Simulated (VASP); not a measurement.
# Os (Fm-3m) in VASP: relaxation of cell and atoms with LDA

Aim: the relaxation of cell and atoms of Os with LDA.

Everything below comes from runs of VASP 6.6.1. Logs are shortened: lines on timing, memory, paths and dates and some standing lists are left out, and cuts for length are marked.

## Step 1: The cell of the first run

It takes space group Fm-3m (No. 225, cubic). Conventional cell: a = 3.820 Å, b = 3.820 Å, c = 3.820 Å, α = 90.00°, β = 90.00°, γ = 90.00°. Within 3.6 Å of Os (site symmetry m-3m) lie 12 Os at 2.70 Å.

This isn't the form of Os at room conditions, which is hcp.

## Step 2: Relaxation of cell and atoms, LDA

Input file INCAR:

```
PREC = Accurate
ENCUT = 600
EDIFF = 1E-7
ISMEAR = 1
SIGMA = 0.05
LREAL = False
LASPH = True
NELM = 120
ALGO = Normal
ISIF = 3
LWAVE = False
LCHARG = False
IBRION = 2
NSW = 60
EDIFFG = -0.01
GGA_COMPAT = False
NELMIN = 4
```

Input file KPOINTS:

```
regular mesh
0
Gamma
  8 8 8
```

Input file POSCAR:

```
Os
1.0
    0.0000000000      1.9100000000      1.9100000000
    1.9100000000      0.0000000000      1.9100000000
    1.9100000000      1.9100000000      0.0000000000
Os
1
Direct
    0.0000000000      0.0000000000      0.0000000000
```

Potentials or basis: VASP PAW LDA potentials, release 64 (Os).

Run with:

```sh
cat potpaw_LDA.64/Os/POTCAR > POTCAR
mpirun -np 1 vasp_std > vasp.out
```

OUTCAR:

```text
PREC = Accurate
   ENCUT = 600
   EDIFF = 1E-7
   ISMEAR = 1
   LREAL = False
   LASPH = True
   NELM = 120
   ISIF = 3
   IBRION = 2
   NSW = 60
   EDIFFG = -0.01
   NELMIN = 4

 ion  position               nearest neighbor table
   1  0.000  0.000  0.000-

  LATTYP: Found a face centered cubic cell.
 ALAT       =     3.8200000000

  Lattice vectors:

 A1 = (   0.0000000000,   1.9100000000,   1.9100000000)
 A2 = (   1.9100000000,   0.0000000000,   1.9100000000)
 A3 = (   1.9100000000,   1.9100000000,   0.0000000000)

Analysis of symmetry for initial positions (statically):
=====================================================================
 Subroutine PRICEL returns:
 Original cell was already a primitive cell.

 Routine SETGRP: Setting up the symmetry group for a
 face centered cubic supercell.

 Subroutine GETGRP returns: Found 48 space group operations
 (whereof 48 operations were pure point group operations)
 out of a pool of 48 trial point group operations.

The static configuration has the point symmetry O_h .

Analysis of symmetry for dynamics (positions and initial velocities):
=====================================================================
 Subroutine PRICEL returns:
 Original cell was already a primitive cell.

 Routine SETGRP: Setting up the symmetry group for a
 face centered cubic supercell.

 Subroutine GETGRP returns: Found 48 space group operations
 (whereof 48 operations were pure point group operations)
 out of a pool of 48 trial point group operations.

The dynamic configuration has the point symmetry O_h .

 Subroutine INISYM returns: Found 48 space group operations
 (whereof 48 operations are pure point group operations),
 and found     1 'primitive' translations

----------------------------------------------------------------------------------------

                                     Primitive cell

  volume of cell :      13.9357

  direct lattice vectors                    reciprocal lattice vectors
     0.000000000  1.910000000  1.910000000    -0.261780105  0.261780105  0.261780105
     1.910000000  0.000000000  1.910000000     0.261780105 -0.261780105  0.261780105
     1.910000000  1.910000000  0.000000000     0.261780105  0.261780105 -0.261780105

  length of vectors
     2.701147904  2.701147904  2.701147904     0.453416442  0.453416442  0.453416442

  position of ions in fractional coordinates (direct lattice)
     0.000000000  0.000000000  0.000000000

  ion indices of the primitive-cell ions
   primitive index   ion index
                 1           1

----------------------------------------------------------------------------------------

 KPOINTS: regular mesh

Automatic generation of k-mesh.
 Grid dimensions read from file:
 generate k-points for:    8    8    8

 Generating k-lattice:

  Cartesian coordinates                     Fractional coordinates (reciprocal lattice)
    -0.032722513  0.032722513  0.032722513     0.125000000  0.000000000  0.000000000
     0.032722513 -0.032722513  0.032722513     0.000000000  0.125000000  0.000000000
     0.032722513  0.032722513 -0.032722513     0.000000000  0.000000000  0.125000000

  Length of vectors
     0.056677055  0.056677055  0.056677055

  Shift w.r.t. Gamma in fractional coordinates (k-lattice)
     0.000000000  0.000000000  0.000000000

 Subroutine IBZKPT returns following result:
 ===========================================

 Found     29 irreducible k-points:

 Following reciprocal coordinates:
            Coordinates               Weight
  0.000000  0.000000  0.000000      1.000000
  0.125000  0.000000  0.000000      8.000000
  0.250000  0.000000  0.000000      8.000000
  0.375000  0.000000  0.000000      8.000000
  0.500000  0.000000  0.000000      4.000000
  0.125000  0.125000  0.000000      6.000000
[... 16 lines left out ...]
  0.500000  0.250000  0.125000     48.000000
 -0.375000  0.250000  0.125000     24.000000
 [... further k-points ...]
   k-points           NKPTS =     29   k-points in BZ     NKDIM =     29   number of bands    NBANDS=      8
   number of dos      NEDOS =    301   number of ions     NIONS =      1
   total plane-waves  NPLWV =  13824
   dimension x,y,z NGX =    24 NGY =   24 NGZ =   24
   dimension x,y,z NGXF=    48 NGYF=   48 NGZF=   48
   ions per type =               1
   NGX,Y,Z   is equivalent  to a cutoff of  14.77, 14.77, 14.77 a.u.
   NGXF,Y,Z  is equivalent  to a cutoff of  29.54, 29.54, 29.54 a.u.
 SYSTEM =  unknown system
   PREC   = accura    normal or accurate (medium, high low for compatibility)
   ISTART =      0    job   : 0-new  1-cont  2-samecut
   ICHARG =      2    charge: 1-file 2-atom 10-const
   ISPIN  =      1    spin polarized calculation?
   LNONCOLLINEAR =      F non collinear calculations
   LSORBIT =      F    spin-orbit coupling
   LASPH  =      T    aspherical Exc in radial PAW
   ENCUT  =  600.0 eV  44.10 Ry    6.64 a.u.   5.39  5.39  5.39*2*pi/ulx,y,z
   NELM   =    120;   NELMIN=  4; NELMDL= -5     # of ELM steps
   EDIFF  = 0.1E-06   stopping-criterion for ELM
   LREAL  =      F    real-space projection
   EDIFFG = -.1E-01   stopping-criterion for IOM
   NSW    =     60    number of steps for IOM
   IBRION =      2    ionic relax: 0-MD 1-quasi-New 2-CG
   NFREE  =      1    steps in history (QN), initial steepest desc. (CG)
   ISIF   =      3    stress and relaxation
   ISYM   =      2    0-nonsym 1-usesym 2-fastsym
   POTIM  = 0.5000    time-step for ionic-motion
   TEBEG  =    0.0;   TEEND  =   0.0 temperature during run
   PSTRESS=    0.0 pullay stress
   NELECT =       8.0000    total number of electrons
   NUPDOWN=      -1.0000    fix difference up-down
   EMIN   =  10.00;   EMAX   =-10.00  energy-range for DOS
   EFERMI =   0.00;   METHOD = LEGACY
   ISMEAR =     1;   SIGMA  =   0.05  broadening in eV -4-tet -1-fermi 0-gaus
   EFERMI_NEDOS =   21; number of points for ismear=-14 and -15
   IALGO  =     38    algorithm
   IMIX   =      4    mixing-type and parameters
     AMIX     =   0.40;   BMIX     =  1.00
     AMIX_MAG =   1.60;   BMIX_MAG =  1.00
  volume/ion in A,a.u.               =      13.94        94.04
  Fermi-wavevector in a.u.,A,eV,Ry     =   1.360593  2.571147 25.187274  1.851212
  Thomas-Fermi vector in A             =   2.487242
   LORBIT       =      0    0 simple, 1 ext, 2 COOP (PROOUT), +10 PAW based schemes
   GGA     = CA    functional components
   LHFCALC =     F    Hartree Fock is set to
   AEXX    =    0.0000 exact exchange contribution
   IVDW    =     0    specifies the selected vdW correction
   LEPSILON=     F    determine dielectric tensor
   LRPA    =     F    only Hartree local field effects (RPA)
 conjugate gradient relaxation of ions
 non-spin polarized calculation
 Methfessel and Paxton  Order N= 1 SIGMA  =   0.05
  energy-cutoff  :      600.00
  volume of cell :       13.94
 maximum number of plane-waves:       483
 NGX is ok and might be reduce to    24
   NGX = 11   NGY = 11   NGZ = 11

--------------------------------------- Ionic step        1  -------------------------------------------

 number of electron       8.0000000 magnetization

 Free energy of the ion-electron system (eV)
  ---------------------------------------------------
  ext. energy  EPLUGINS =         0.00000000
  ---------------------------------------------------
  free energy    TOTEN  =       -12.52057608 eV

  energy without entropy =      -12.51997653  energy(sigma->0) =      -12.52037623

------------------------ aborting loop because EDIFF is reached ----------------------------------------

  FORCE on cell =-STRESS in cart. coord.  units (eV):
  Direction    XX          YY          ZZ          XY          YZ          ZX
  --------------------------------------------------------------------------------------
  -------------------------------------------------------------------------------------
  Total       -0.4378729     -0.4378729     -0.4378729      0.0000000      0.0000000     -0.0000000
  in kB      -50.3417785    -50.3417785    -50.3417785      0.0000000      0.0000000     -0.0000000
  external PRESSURE =     -50.3417785 kB  Pullay stress =       0.0000000 kB
[... 20 lines left out ...]
  energy  without entropy=      -12.5199765295  energy(sigma->0) =      -12.52037623

--------------------------------------- Ionic step        2  -------------------------------------------

 number of electron       8.0000000 magnetization

 E-fermi :  10.1086     XC(G=0): -14.5623

 val. band max:       10.0772977336   @ k =  -0.3750   0.3750   0.1250
 cond. band min:      10.1326852173   @ k =  -0.2500   0.2500   0.0000
 fundamental gap:      0.0553874838
 Fermi energy:        10.1085682815

 k-point     1 :       0.0000    0.0000    0.0000
  band No.  band energies     occupation
      1      -1.0174      2.00000
      2       7.0153      2.00000
      3       7.0153      2.00000
      4       7.0153      2.00000
      5      10.4062     -0.00000
      6      10.4062     -0.00000
      7      24.6164      0.00000
      8      30.7871      0.00000
[... 285 lines left out ...]
  energy  without entropy=      -12.4680002306  energy(sigma->0) =      -12.46812443

--------------------------------------- Ionic step        3  -------------------------------------------

 number of electron       8.0000000 magnetization

 Free energy of the ion-electron system (eV)
  ---------------------------------------------------
  ext. energy  EPLUGINS =         0.00000000
  ---------------------------------------------------
  free energy    TOTEN  =       -12.52314700 eV

  energy without entropy =      -12.52265565  energy(sigma->0) =      -12.52298321

 E-fermi :   9.2935     XC(G=0): -14.2641

 val. band max:        9.2663509812   @ k =  -0.3750   0.3750   0.1250
 cond. band min:       9.3039376862   @ k =   0.3750   0.3750   0.0000
 fundamental gap:      0.0375867050
 Fermi energy:         9.2935071731

 k-point     1 :       0.0000    0.0000    0.0000
  band No.  band energies     occupation
      1      -1.3808      2.00000
      2       6.4245      2.00000
      3       6.4245      2.00000
      4       6.4245      2.00000
      5       9.5474     -0.00000
      6       9.5474     -0.00000
      7      23.8362      0.00000
      8      29.6790      0.00000
[... 281 lines left out ...]
  FREE ENERGIE OF THE ION-ELECTRON SYSTEM (eV)
  ---------------------------------------------------
  free  energy   TOTEN  =       -12.5231469971 eV

  energy  without entropy=      -12.5226556508  energy(sigma->0) =      -12.52298321

 reached required accuracy - stopping structural energy minimisation
```

Run time: 5.3 s. Hardware: 1 thread of Intel Xeon 6975P-C (Granite Rapids), shared host; peak memory 0.13 GiB.

Results:

- Free energy: -12.5231 eV
- Relaxed volume: 13.78 Å³/atom
- Relaxed cell: a = 2.691 Å, b = 2.691 Å, c = 2.691 Å, α = 60.00°, β = 60.00°, γ = 60.00°
- Space group after relaxing (to 0.1 Å): Fm-3m (No. 225)
- Energy gained by relaxing: 2.6 meV/atom
- Ionic steps: 3
- Pressure after relaxing: -0.1 GPa
- Band gap on the k mesh: zero (bands 4 and 5 overlap by 3.47 eV)

Step by step:
```csv
step,energy change (eV),largest force (eV/Å),pressure (GPa),volume (Å³)
1,0.0000,0.0000,-5.03,13.94
2,0.0524,0.0000,26.45,13.07
3,-0.0026,0.0000,-0.11,13.78
```

Final structure:
```xyz
1
Lattice="0.0000 1.9027 1.9027 1.9027 0.0000 1.9027 1.9027 1.9027 0.0000" Properties=species:S:1:pos:R:3 pbc="T T T"
Os    0.0000    0.0000    0.0000
```

Caveat: spin-orbit coupling is left out, which moves the levels of the heavy elements.
